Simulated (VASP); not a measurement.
# MoS2 (P-3m1) in VASP: further runs

The runs below take MoS2 through single point, with PBEsol.

Program: VASP 6.6.1. These are calculated values, not measurements. Logs are shortened: lines on timing, memory, paths and dates and some standing lists are left out, and cuts for length are marked.

### Step 1. The cell of the first run

Symmetry: P-3m1, No. 164, trigonal system. The conventional cell has a = 3.116 Å, b = 3.116 Å, c = 6.095 Å, α = 90.00°, β = 90.00°, γ = 120.00°. Within 3.2 Å of Mo (site symmetry -3m) lie 6 S at 2.34 Å and 6 Mo at 3.12 Å. Within 3.2 Å of S (site symmetry 3m) lie 3 Mo at 2.34 Å and 6 S at 3.12 Å.

### Step 2. Single point, PBEsol

Input file INCAR:

```
ALGO     = Normal         # electronic algorithm
EDIFF    = 1E-6           # SCF threshold, eV
ENCUT    = 520            # plane-wave cutoff, eV
GGA      = PS             # functional
ISIF     = 2              # what is computed and relaxed
ISMEAR   = -1             # smearing method
LASPH    = T              # aspherical terms in the spheres
LCHARG   = F              # write CHGCAR
LREAL    = F              # projectors in reciprocal space
LWAVE    = F              # write WAVECAR
NBANDS   = 20             # bands
NELM     = 60             # most SCF steps
PREC     = Accurate       # precision mode
SIGMA    = 0.1            # smearing width, eV
```

Input file KPOINTS:

```
k-points
0
Gamma
  10 10 5
```

Input file POSCAR:

```
MoS2
1.0
    3.1160783692      0.0000000000      0.0000000000
   -1.5580391846      2.6986104142      0.0000000000
    0.0000000000      0.0000000000      6.0946227756
Mo S
1 2
Direct
    0.0000000000      0.0000000000      0.5000000000
    0.3333333333      0.6666666667      0.2553200000
    0.6666666667      0.3333333333      0.7446800000
```

Potentials or basis: VASP PAW PBE potentials, release 64 (Mo_sv, S).

Started as:

```sh
$ cat potpaw_PBE.64/Mo_sv/POTCAR potpaw_PBE.64/S/POTCAR > POTCAR
$ mpirun -np 1 vasp_std > vasp.out
```

OUTCAR:

```text
EDIFF = 1E-6
   ENCUT = 520
   GGA = PS
   ISIF = 2
   ISMEAR = -1
   LASPH = T
   LREAL = F
   NELM = 60
   PREC = Accurate

 ion  position               nearest neighbor table
   1  0.000  0.000  0.500-   2 2.34   3 2.34   3 2.34   2 2.34   3 2.34   2 2.34
   2  0.333  0.667  0.255-   1 2.34   1 2.34   1 2.34
   3  0.667  0.333  0.745-   1 2.34   1 2.34   1 2.34

  LATTYP: Found a hexagonal cell.
 ALAT       =     3.1160783692
 C/A-ratio  =     1.9558631246

  Lattice vectors:

 A1 = (   3.1160783692,   0.0000000000,   0.0000000000)
 A2 = (  -1.5580391846,   2.6986104142,   0.0000000000)
 A3 = (   0.0000000000,   0.0000000000,   6.0946227756)

Analysis of symmetry for initial positions (statically):
=====================================================================
 Subroutine PRICEL returns:
 Original cell was already a primitive cell.

 Routine SETGRP: Setting up the symmetry group for a
 hexagonal supercell.

 Subroutine GETGRP returns: Found 12 space group operations
 (whereof 12 operations were pure point group operations)
 out of a pool of 24 trial point group operations.

The static configuration has the point symmetry D_3d.

Analysis of symmetry for dynamics (positions and initial velocities):
=====================================================================
 Subroutine PRICEL returns:
 Original cell was already a primitive cell.

 Routine SETGRP: Setting up the symmetry group for a
 hexagonal supercell.

 Subroutine GETGRP returns: Found 12 space group operations
 (whereof 12 operations were pure point group operations)
 out of a pool of 24 trial point group operations.

The dynamic configuration has the point symmetry D_3d.

 Subroutine INISYM returns: Found 12 space group operations
 (whereof 12 operations are pure point group operations),
 and found     1 'primitive' translations

----------------------------------------------------------------------------------------

                                     Primitive cell

  volume of cell :      51.2502

  direct lattice vectors                    reciprocal lattice vectors
     3.116078369  0.000000000  0.000000000     0.320916191  0.185280542  0.000000000
    -1.558039185  2.698610414  0.000000000     0.000000000  0.370561084  0.000000000
     0.000000000  0.000000000  6.094622776     0.000000000  0.000000000  0.164079064

  length of vectors
     3.116078369  3.116084766  6.094622776     0.370561845  0.370561084  0.164079064

  position of ions in fractional coordinates (direct lattice)
     0.000000000  0.000000000  0.500000000
     0.333333333  0.666666667  0.255320000
     0.666666667  0.333333333  0.744680000

  ion indices of the primitive-cell ions
   primitive index   ion index
                 1           1
                 2           2
                 3           3

----------------------------------------------------------------------------------------

 KPOINTS: k-points

Automatic generation of k-mesh.
 Grid dimensions read from file:
 generate k-points for:   10   10    5

 Generating k-lattice:

  Cartesian coordinates                     Fractional coordinates (reciprocal lattice)
     0.032091619  0.018528054  0.000000000     0.100000000  0.000000000  0.000000000
     0.000000000  0.037056108  0.000000000     0.000000000  0.100000000  0.000000000
     0.000000000  0.000000000  0.032815813     0.000000000  0.000000000  0.200000000

  Length of vectors
     0.037056184  0.037056108  0.032815813

  Shift w.r.t. Gamma in fractional coordinates (k-lattice)
     0.000000000  0.000000000  0.000000000

 Subroutine IBZKPT returns following result:
 ===========================================

 Found     58 irreducible k-points:

 Following reciprocal coordinates:
            Coordinates               Weight
  0.000000  0.000000  0.000000      1.000000
  0.100000 -0.000000  0.000000      6.000000
  0.200000 -0.000000  0.000000      6.000000
  0.300000  0.000000  0.000000      6.000000
  0.400000 -0.000000  0.000000      6.000000
  0.500000  0.000000  0.000000      3.000000
[... 16 lines left out ...]
  0.000000  0.400000  0.200000      6.000000
  0.500000  0.000000  0.200000      6.000000
 [... further k-points ...]
   k-points           NKPTS =     58   k-points in BZ     NKDIM =     58   number of bands    NBANDS=     20
   number of dos      NEDOS =    301   number of ions     NIONS =      3
   total plane-waves  NPLWV =  27648
   dimension x,y,z NGX =    24 NGY =   24 NGZ =   48
   dimension x,y,z NGXF=    48 NGYF=   48 NGZF=   96
   ions per type =               1   2
   NGX,Y,Z   is equivalent  to a cutoff of  12.80, 12.80, 13.09 a.u.
   NGXF,Y,Z  is equivalent  to a cutoff of  25.61, 25.61, 26.19 a.u.
 SYSTEM =  unknown system
   PREC   = accura    normal or accurate (medium, high low for compatibility)
   ISTART =      0    job   : 0-new  1-cont  2-samecut
   ICHARG =      2    charge: 1-file 2-atom 10-const
   ISPIN  =      1    spin polarized calculation?
   LNONCOLLINEAR =      F non collinear calculations
   LSORBIT =      F    spin-orbit coupling
   LASPH  =      T    aspherical Exc in radial PAW
   ENCUT  =  520.0 eV  38.22 Ry    6.18 a.u.   5.79  5.79 11.33*2*pi/ulx,y,z
   NELM   =     60;   NELMIN=  2; NELMDL= -5     # of ELM steps
   EDIFF  = 0.1E-05   stopping-criterion for ELM
   LREAL  =      F    real-space projection
   EDIFFG = 0.1E-04   stopping-criterion for IOM
   NSW    =      0    number of steps for IOM
   IBRION =     -1    ionic relax: 0-MD 1-quasi-New 2-CG
   NFREE  =      0    steps in history (QN), initial steepest desc. (CG)
   ISIF   =      2    stress and relaxation
   ISYM   =      2    0-nonsym 1-usesym 2-fastsym
   POTIM  = 0.5000    time-step for ionic-motion
   TEBEG  =    0.0;   TEEND  =   0.0 temperature during run
   PSTRESS=    0.0 pullay stress
   NELECT =      26.0000    total number of electrons
   NUPDOWN=      -1.0000    fix difference up-down
   EMIN   =  10.00;   EMAX   =-10.00  energy-range for DOS
   EFERMI =   0.00;   METHOD = LEGACY
   ISMEAR =    -1;   SIGMA  =   0.10  broadening in eV -4-tet -1-fermi 0-gaus
   EFERMI_NEDOS =   21; number of points for ismear=-14 and -15
   IALGO  =     38    algorithm
   IMIX   =      4    mixing-type and parameters
     AMIX     =   0.40;   BMIX     =  1.00
     AMIX_MAG =   1.60;   BMIX_MAG =  1.00
  volume/ion in A,a.u.               =      17.08       115.28
  Fermi-wavevector in a.u.,A,eV,Ry     =   1.305672  2.467363 23.194938  1.704780
  Thomas-Fermi vector in A             =   2.436526
   LORBIT       =      0    0 simple, 1 ext, 2 COOP (PROOUT), +10 PAW based schemes
   GGA     = PS    functional components
   LHFCALC =     F    Hartree Fock is set to
   AEXX    =    0.0000 exact exchange contribution
   IVDW    =     0    specifies the selected vdW correction
   LEPSILON=     F    determine dielectric tensor
   LRPA    =     F    only Hartree local field effects (RPA)
 non-spin polarized calculation
  energy-cutoff  :      520.00
  volume of cell :       51.25
 maximum number of plane-waves:      1402
 NGX is ok and might be reduce to    24
   NGX = 11   NGY = 11   NGZ = 23

 number of electron      26.0000002 magnetization

 Free energy of the ion-electron system (eV)
  ---------------------------------------------------
  ext. energy  EPLUGINS =         0.00000000
  ---------------------------------------------------
  free energy    TOTEN  =       -22.43142309 eV

  energy without entropy =      -22.39616488  energy(sigma->0) =      -22.41379399

 E-fermi :   8.2414     XC(G=0): -11.1430

 val. band max:        8.2305094538   @ k =   0.2000   0.2000   0.4000
 cond. band min:       8.3543771179   @ k =   0.3000   0.3000   0.4000
 fundamental gap:      0.1238676641
 Fermi energy:         8.2413848981

 k-point     1 :       0.0000    0.0000    0.0000
  band No.  band energies     occupation
      1     -53.4345      2.00000
      2     -27.6142      2.00000
      3     -27.4564      2.00000
      4     -27.4564      2.00000
      5      -7.3272      2.00000
      6      -5.5221      2.00000
[... 12 lines left out ...]
     19      15.2590      0.00000
     20      17.7946      0.00000

 k-point     2 :       0.1000   -0.0000    0.0000
  band No.  band energies     occupation
      1     -53.4295      2.00000
      2     -27.6042      2.00000
      3     -27.5051      2.00000
      4     -27.4673      2.00000
      5      -7.1480      2.00000
      6      -5.4963      2.00000
[... 12 lines left out ...]
     19      15.7486      0.00000
     20      17.3686      0.00000

 k-point     3 :       0.2000   -0.0000    0.0000
  band No.  band energies     occupation
      1     -53.4164      2.00000
      2     -27.6313      2.00000
      3     -27.5777      2.00000
      4     -27.4957      2.00000
      5      -6.6496      2.00000
      6      -5.4244      2.00000
[... 12 lines left out ...]
     19      16.5592      0.00000
     20      17.2053      0.00000

 k-point     4 :       0.3000    0.0000    0.0000
  band No.  band energies     occupation
      1     -53.4000      2.00000
      2     -27.7835      2.00000
      3     -27.5452      2.00000
      4     -27.5305      2.00000
      5      -5.9837      2.00000
      6      -5.2830      2.00000
[... 12 lines left out ...]
     19      15.6625      0.00000
     20      16.4849      0.00000

 k-point     5 :       0.4000   -0.0000    0.0000
  band No.  band energies     occupation
      1     -53.3868      2.00000
      2     -27.9042      2.00000
      3     -27.5586      2.00000
      4     -27.5187      2.00000
      5      -5.5839      2.00000
      6      -4.8709      2.00000
[... 12 lines left out ...]
     19      15.3071      0.00000
     20      16.2402      0.00000
[... 353 lines left out ...]
      6      -5.4124      2.00000
[... 12 lines left out ...]
     19      16.0825      0.00000
     20      16.3449      0.00000

 k-point    22 :       0.4000   -0.0000    0.2000
  band No.  band energies     occupation
      1     -53.3868      2.00000
      2     -27.9042      2.00000
      3     -27.5586      2.00000
      4     -27.5188      2.00000
      5      -5.6502      2.00000
      6      -4.7699      2.00000
[... 12 lines left out ...]
     19      14.6606      0.00000
     20      17.3139      0.00000

 k-point    23 :       0.0000    0.4000    0.2000
  band No.  band energies     occupation
      1     -53.3868      2.00000
      2     -27.9041      2.00000
      3     -27.5586      2.00000
      4     -27.5188      2.00000
      5      -5.5470      2.00000
      6      -4.9221      2.00000
[... 12 lines left out ...]
     19      14.9646      0.00000
     20      16.1310      0.00000

 k-point    24 :       0.5000    0.0000    0.2000
  band No.  band energies     occupation
      1     -53.3817      2.00000
      2     -27.9497      2.00000
      3     -27.5692      2.00000
      4     -27.5086      2.00000
      5      -5.5434      2.00000
      6      -4.5115      2.00000
[... 12 lines left out ...]
     19      15.0540      0.00000
     20      16.0969      0.00000

 [... further k-points ...]

------------------------ aborting loop because EDIFF is reached ----------------------------------------

  FORCE on cell =-STRESS in cart. coord.  units (eV):
  Direction    XX          YY          ZZ          XY          YZ          ZX
  --------------------------------------------------------------------------------------
  -------------------------------------------------------------------------------------
  Total        3.6924647      3.6924849      5.6568164      0.0000000      0.0000000     -0.0000000
  in kB      115.4334134    115.4340453    176.8427562      0.0000000      0.0000000     -0.0000000
  external PRESSURE =     135.9034049 kB  Pullay stress =       0.0000000 kB

 VOLUME and BASIS-vectors are now :
 -----------------------------------------------------------------------------
  energy-cutoff  :      520.00
  volume of cell :       51.25
      direct lattice vectors                 reciprocal lattice vectors
     3.116078369  0.000000000  0.000000000     0.320916191  0.185280542  0.000000000
    -1.558039185  2.698610414  0.000000000     0.000000000  0.370561084  0.000000000
     0.000000000  0.000000000  6.094622776     0.000000000  0.000000000  0.164079064

 POSITION                                       TOTAL-FORCE (eV/Angst)
 -----------------------------------------------------------------------------------
      0.00000      0.00000      3.04731         0.000000      0.000000      0.000000
     -0.00000      1.79907      1.55608         0.000000      0.000000     -1.950051
      1.55804      0.89954      4.53854        -0.000000      0.000000      1.950051
 -----------------------------------------------------------------------------------
    total drift:                                0.000000      0.000000      0.000000

  FREE ENERGIE OF THE ION-ELECTRON SYSTEM (eV)
  ---------------------------------------------------
  free  energy   TOTEN  =       -22.4314230907 eV

  energy  without entropy=      -22.3961648834  energy(sigma->0) =      -22.41379399
```

It took 79 s on 1 thread of AMD EPYC 7R13, shared host; peak memory 0.17 GiB.

What came out:

```yaml
Free_energy: -22.4314 eV
Pressure: 13.6 GPa
Largest_force: 1.950 eV/Å
Band_gap_on_the_k_mesh: zero (bands 13 and 14 overlap by 0.75 eV)
```

Forces in eV/Å, atoms in the order of the input:
```
Mo   0.000  0.000  0.000
S    0.000  0.000 -1.950
S    0.000  0.000  1.950
```

Stress tensor (GPa, compression positive):
```
11.54  0.00  0.00
 0.00 11.54  0.00
 0.00  0.00 17.68
```

Levels at points of the mesh, in eV from the Fermi level:
| k point | band 10 | band 11 | band 12 | band 13 | band 14 | band 15 | band 16 | band 17 |
| --- | --- | --- | --- | --- | --- | --- | --- | --- |
| (0.00, 0.00, 0.00) | -1.98 | -1.40 | -1.18 | -1.18 | -0.23 | -0.23 | 3.63 | 3.63 |
| (0.50, 0.00, 0.00) | -4.61 | -3.47 | -1.95 | -1.87 | 1.12 | 1.95 | 4.05 | 4.15 |

Caveat: the cell stands under pressure; the PAW data sets were made with another functional, which shifts forces and pressure a little; this functional lacks dispersion, which binds the layers, so the pressure and a relaxed spacing across them are unreliable.

### Step 3. Single point, PBEsol

This run uses another cell than the first one, of 17.56 Å³/atom.

Input file INCAR:

```
PREC = Accurate
ENCUT = 520
EDIFF = 1E-6
ISMEAR = -1
SIGMA = 0.1
LREAL = False
LASPH = True
NELM = 100
ALGO = Normal
ISIF = 2
LWAVE = False
LCHARG = True
GGA = PS
LELF = True
LVHAR = True
NBANDS = 20
```

Input file KPOINTS:

```
regular mesh
0
Gamma
  10 10 5
```

Input file POSCAR:

```
MoS2
1.0
    3.1446678412      0.0000000000      0.0000000000
   -1.5723339206      2.7233696910      0.0000000000
    0.0000000000      0.0000000000      6.1505398695
Mo S
1 2
Direct
    0.0000000000      0.0000000000      0.5000000000
    0.3333333333      0.6666666667      0.2553200000
    0.6666666667      0.3333333333      0.7446800000
```

Potentials or basis: VASP PAW PBE potentials, release 64 (Mo_sv, S).

Started as:

```sh
$ cat potpaw_PBE.64/Mo_sv/POTCAR potpaw_PBE.64/S/POTCAR > POTCAR
$ mpirun -np 1 vasp_std > vasp.out
```

Run time: 87 s. Hardware: 1 thread of AMD EPYC 7R13, shared host; peak memory 0.18 GiB.

Results (log left out):

* Free energy: -22.5295 eV
* Pressure: 8.5 GPa
* Largest force: 1.395 eV/Å
* Band gap on the k mesh: zero (bands 13 and 14 overlap by 0.75 eV)

Forces on the atoms (eV/Å):
```
Mo   0.000  0.000  0.000
S    0.000  0.000 -1.395
S    0.000  0.000  1.395
```

Stress tensor (GPa, compression positive):
```
 6.64  0.00  0.00
 0.00  6.64  0.00
 0.00  0.00 12.11
```

Levels at points of the mesh, in eV from the Fermi level:
```tsv
k point	band 10	band 11	band 12	band 13	band 14	band 15	band 16	band 17
(0.00, 0.00, 0.00)	-1.94	-1.31	-1.12	-1.12	-0.25	-0.25	3.52	3.52
(0.50, 0.00, 0.00)	-4.47	-3.40	-1.89	-1.84	1.07	1.89	3.99	4.01
```

Caveat: the cell stands under pressure; the PAW data sets were made with another functional, which shifts forces and pressure a little; this functional lacks dispersion, which binds the layers, so the pressure and a relaxed spacing across them are unreliable.

[end of part 1 of 3]
